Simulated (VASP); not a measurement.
# MnO2 (R-3m) in VASP: single point with PBEsol

Aim: the single point of MnO2 with PBEsol.

Program: VASP 6.6.1. These are calculated values, not measurements. Logs are shortened: lines on timing, memory, paths and dates and some standing lists are left out, and cuts for length are marked.

## 1. The cell of the first run

It takes space group R-3m (No. 166, trigonal). The conventional cell has a = 2.857 Å, b = 2.857 Å, c = 13.752 Å, α = 90.00°, β = 90.00°, γ = 120.00°. Mn (site symmetry -3m) has 6 O at 1.90 Å within 2.5 Å. Within 2.6 Å of O (site symmetry 3m) lie 3 Mn at 1.90 Å and 3 O at 2.51 Å.

## 2. Single point, PBEsol, collinear spin, ferromagnetic start

Contents of INCAR:

```
SYSTEM = MnO2
PREC = Accurate
ENCUT = 520
EDIFF = 1E-6
ISMEAR = -1
SIGMA = 0.1
LREAL = .FALSE.
LASPH = .TRUE.
NELM = 150
ALGO = Normal
ISIF = 2
LWAVE = .FALSE.
LCHARG = .FALSE.
ISPIN = 2
MAGMOM = 4 0 0
LORBIT = 11
LMAXMIX = 4
GGA = PS
NBANDS = 24
```

Contents of KPOINTS:

```
regular mesh
0
G
  12 12 12
  0 0 0
```

Contents of POSCAR:

```
MnO2
1.0
    1.4284348400      0.8247072400      4.5839315300
   -1.4284348400      0.8247072400      4.5839315300
    0.0000000000     -1.6494144800      4.5839315300
Mn O
1 2
Direct
    0.0000000000      0.0000000000      0.0000000000
    0.2643644898      0.2643644898      0.2643644898
    0.7356355095      0.7356355095      0.7356355095
```

Potentials or basis: VASP PAW PBE potentials, release 64 (Mn_pv, O).

Command:

```bash
$ cat potpaw_PBE.64/Mn_pv/POTCAR potpaw_PBE.64/O/POTCAR > POTCAR
$ mpirun -np 1 vasp_std > vasp.out
```

OUTCAR:

```text
SYSTEM = MnO2
   PREC = Accurate
   ENCUT = 520
   EDIFF = 1E-6
   ISMEAR = -1
   LREAL = .FALSE.
   LASPH = .TRUE.
   NELM = 150
   ISIF = 2
   ISPIN = 2
   LORBIT = 11
   GGA = PS

 ion  position               nearest neighbor table
   1  0.000  0.000  0.000-   3 1.90   3 1.90   3 1.90   2 1.90   2 1.90   2 1.90
   2  0.264  0.264  0.264-   1 1.90   1 1.90   1 1.90
   3  0.736  0.736  0.736-   1 1.90   1 1.90   1 1.90

  LATTYP: Found a trigonal (rhomboedric) cell.
 ALAT       =     4.8716523270
 COS(alpha) =     0.8280515397

  Lattice vectors:

 A1 = (   1.4284348400,   0.8247072400,   4.5839315300)
 A2 = (  -1.4284348400,   0.8247072400,   4.5839315300)
 A3 = (   0.0000000000,  -1.6494144800,   4.5839315300)

Analysis of symmetry for initial positions (statically):
=====================================================================
 Subroutine PRICEL returns:
 Original cell was already a primitive cell.

 Routine SETGRP: Setting up the symmetry group for a
 trigonal (rhombohedral) supercell.

 Subroutine GETGRP returns: Found 12 space group operations
 (whereof 12 operations were pure point group operations)
 out of a pool of 12 trial point group operations.

The static configuration has the point symmetry D_3d.

Analysis of symmetry for dynamics (positions and initial velocities):
=====================================================================
 Subroutine PRICEL returns:
 Original cell was already a primitive cell.

 Routine SETGRP: Setting up the symmetry group for a
 trigonal (rhombohedral) supercell.

 Subroutine GETGRP returns: Found 12 space group operations
 (whereof 12 operations were pure point group operations)
 out of a pool of 12 trial point group operations.

The dynamic configuration has the point symmetry D_3d.

Analysis of structural, dynamic, and magnetic symmetry:
=====================================================================
 Subroutine PRICEL returns:
 Original cell was already a primitive cell.

 Routine SETGRP: Setting up the symmetry group for a
 trigonal (rhombohedral) supercell.

 Subroutine GETGRP returns: Found 12 space group operations
 (whereof 12 operations were pure point group operations)
 out of a pool of 12 trial point group operations.

The overall configuration has the point symmetry D_3d.

 Subroutine INISYM returns: Found 12 space group operations
 (whereof 12 operations are pure point group operations),
 and found     1 'primitive' translations

----------------------------------------------------------------------------------------

[... 113 lines left out ...]
     AMIX     =   0.40;   BMIX     =  1.00
     AMIX_MAG =   1.60;   BMIX_MAG =  1.00
  volume/ion in A,a.u.               =      10.80        72.88
  Fermi-wavevector in a.u.,A,eV,Ry     =   1.501545  2.837508 30.676196  2.254637
  Thomas-Fermi vector in A             =   2.612902
   LORBIT       =     11    0 simple, 1 ext, 2 COOP (PROOUT), +10 PAW based schemes
   GGA     = PS    functional components
   LHFCALC =     F    Hartree Fock is set to
   AEXX    =    0.0000 exact exchange contribution
   IVDW    =     0    specifies the selected vdW correction
   LEPSILON=     F    determine dielectric tensor
   LRPA    =     F    only Hartree local field effects (RPA)
 spin polarized calculation
  energy-cutoff  :      520.00
  volume of cell :       32.40
 maximum number of plane-waves:       890
   NGX = 19   NGY = 19   NGZ = 19

 number of electron      25.0000008 magnetization       2.9971736

 Free energy of the ion-electron system (eV)
  ---------------------------------------------------
  ext. energy  EPLUGINS =         0.00000000
  ---------------------------------------------------
  free energy    TOTEN  =       -25.05533606 eV

  energy without entropy =      -25.05365867  energy(sigma->0) =      -25.05449737

 E-fermi :   3.6021     XC(G=0): -11.0784

 val. band max:        3.2156095954   @ k =  -0.4167   0.5000   0.4167
 cond. band min:       3.9424197371   @ k =   0.0000   0.0000   0.0000
 fundamental gap:      0.7268101417
 Fermi energy:         3.6020617265

 spin component 1

 k-point     1 :       0.0000    0.0000    0.0000
  band No.  band energies     occupation
      1     -46.9632      1.00000
      2     -46.9632      1.00000
      3     -46.9492      1.00000
      4     -16.4172      1.00000
      5     -14.0309      1.00000
      6      -3.1823      1.00000
[... 637 lines left out ...]
     23      23.7167      0.00000
     24      25.3071      0.00000

 [... further k-points ...]

 spin component 2

 k-point     1 :       0.0000    0.0000    0.0000
  band No.  band energies     occupation
      1     -43.9311      1.00000
      2     -43.9311      1.00000
      3     -43.7659      1.00000
      4     -16.2471      1.00000
      5     -13.9079      1.00000
      6      -2.3487      1.00000
[... 637 lines left out ...]
     23      24.2380      0.00000
     24      25.7780      0.00000

 [... further k-points ...]
[... 5 lines left out ...]
  --------------------------------------------------------------------------------------
  -------------------------------------------------------------------------------------
  Total       -0.3339547     -0.3339547     -0.0244161     -0.0000000      0.0000000     -0.0000000
  in kB      -16.5138583    -16.5138583     -1.2073614     -0.0000000      0.0000000     -0.0000000
  external PRESSURE =     -11.4116927 kB  Pullay stress =       0.0000000 kB

 VOLUME and BASIS-vectors are now :
 -----------------------------------------------------------------------------
  energy-cutoff  :      520.00
  volume of cell :       32.40
      direct lattice vectors                 reciprocal lattice vectors
     1.428434840  0.824707240  4.583931530     0.350033467  0.202091916  0.072717782
    -1.428434840  0.824707240  4.583931530    -0.350033467  0.202091916  0.072717782
     0.000000000 -1.649414480  4.583931530     0.000000000 -0.404183833  0.072717782

 POSITION                                       TOTAL-FORCE (eV/Angst)
 -----------------------------------------------------------------------------------
      0.00000      0.00000      0.00000         0.000000      0.000000      0.000000
      0.00000      0.00000      3.63549         0.000000     -0.000000      0.082593
      0.00000      0.00000     10.11631         0.000000      0.000000     -0.082593
 -----------------------------------------------------------------------------------
    total drift:                               -0.000000      0.000000      0.000012

  FREE ENERGIE OF THE ION-ELECTRON SYSTEM (eV)
  ---------------------------------------------------
  free  energy   TOTEN  =       -25.0553360645 eV

  energy  without entropy=      -25.0536586655  energy(sigma->0) =      -25.05449737

 total charge

# of ion       s       p       d       tot
------------------------------------------
    1        0.361   6.476   4.935  11.772
    2        1.577   3.398   0.000   4.976
    3        1.577   3.398   0.000   4.976
--------------------------------------------------
tot          3.515  13.273   4.935  21.724

 magnetization (x)

# of ion       s       p       d       tot
------------------------------------------
    1        0.030   0.040   2.764   2.835
    2        0.004   0.037   0.000   0.041
    3        0.004   0.037   0.000   0.041
--------------------------------------------------
tot          0.038   0.114   2.764   2.916
```

OSZICAR:

```text
N       E                     dE             d eps       ncg     rms          rms(c)
DAV:   1     0.243874712636E+03    0.24387E+03   -0.13588E+04 18192   0.117E+03
DAV:   2    -0.178319622645E+02   -0.26171E+03   -0.24558E+03 20120   0.360E+02
DAV:   3    -0.321284322228E+02   -0.14296E+02   -0.14222E+02 20896   0.907E+01
DAV:   4    -0.322566964348E+02   -0.12826E+00   -0.12825E+00 20184   0.907E+00
DAV:   5    -0.322581795795E+02   -0.14831E-02   -0.14831E-02 21584   0.933E-01    0.314E+01
DAV:   6    -0.312560210307E+02    0.10022E+01   -0.87042E+01 22152   0.748E+01    0.393E+01
DAV:   7    -0.261836427768E+02    0.50724E+01   -0.10066E+02 21144   0.762E+01    0.149E+01
DAV:   8    -0.252287454055E+02    0.95490E+00   -0.28536E+00 19864   0.154E+01    0.600E+00
DAV:   9    -0.250496607067E+02    0.17908E+00   -0.89961E-01 25080   0.888E+00    0.225E+00
DAV:  10    -0.250581176452E+02   -0.84569E-02   -0.88797E-02 19768   0.196E+00    0.119E+00
DAV:  11    -0.250551665844E+02    0.29511E-02   -0.78091E-03 20184   0.655E-01    0.416E-01
DAV:  12    -0.250553994562E+02   -0.23287E-03   -0.82123E-04 19272   0.280E-01    0.147E-01
DAV:  13    -0.250553249790E+02    0.74477E-04   -0.52014E-04 21184   0.245E-01    0.397E-02
DAV:  14    -0.250553336543E+02   -0.86753E-05   -0.97008E-05 20072   0.876E-02    0.286E-02
DAV:  15    -0.250553352512E+02   -0.15969E-05   -0.87918E-06 17688   0.303E-02    0.146E-02
DAV:  16    -0.250553360645E+02   -0.81327E-06   -0.40922E-06 15880   0.220E-02
   1 F= -.25055336E+02 E0= -.25054497E+02  d E =-.167740E-02  mag=     2.9972
```

Wall time 17 min (1 thread of Oxide Virtual Turin-like, shared host); peak memory 0.35 GiB.

What came out:

* Free energy: -25.0553 eV
* Pressure: -1.1 GPa
* Largest force: 0.083 eV/Å
* Band gap on the k mesh: 0.73 eV (least direct gap 0.79 eV)
* Net moment: 3.00 μB per cell
* Site moments: Mn +2.83; O +0.04 μB
* Valence electrons inside the program's atomic spheres: Mn 11.77; O 4.98

Forces on the atoms (eV/Å):
```
Mn   0.000  0.000  0.000
O    0.000  0.000  0.083
O    0.000  0.000 -0.083
```

Stress tensor (GPa, compression positive):
```
-1.65  0.00  0.00
 0.00 -1.65  0.00
 0.00  0.00 -0.12
```

Caveat: semilocal functionals underestimate gaps, and a narrow one can read as zero; the PAW data sets were made with another functional, which shifts forces and pressure a little; a cell with one magnetic atom can't hold antiferromagnetic order, which such compounds often take. A k mesh can miss the band edges.
